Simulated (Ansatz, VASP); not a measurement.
**Two plane-wave programs on Ti2NbC3**

```xyz
6
Lattice="4.5445 0.0000 0.0000 -2.2723 3.9357 0.0000 0.0000 0.0000 5.5541" Properties=species:S:1:pos:R:3 pbc="T T T"
Ti    0.0000    2.6238    0.0000
Ti    2.2723    1.3119    0.0000
Nb    0.0000    0.0000    2.7770
C     2.2723    0.0000    2.7770
C    -1.1361    1.9678    2.7770
C     1.1361    1.9678    2.7770
```

Alike in both runs: task single point; functional PBE; k mesh 6 × 6 × 4; occupations gaussian, width 0.1 eV; no spin polarisation.

|  | VASP | Ansatz |
| --- | --- | --- |
| version | VASP 6.6.1 | Ansatz 0.2.0 |
| potentials or method | VASP PAW PBE potentials, release 64 (Ti_sv, Nb_sv, C), cutoff 520 eV | scalar-relativistic, plane waves, PAW |
| valence electrons in the cell | 49 | 49 |

|  | VASP | Ansatz | Ansatz less VASP |
| --- | --- | --- | --- |
| gap on the k mesh at the Fermi level (eV) | none | none | - |
| pressure (GPa) | -22.6 | -22.5 | +0.06 |
| traceless stress, the component that is largest in VASP (GPa) | -15.21 | -15.26 | -0.046 |

A gap of «none» marks a metal or a gap that the smearing closes.
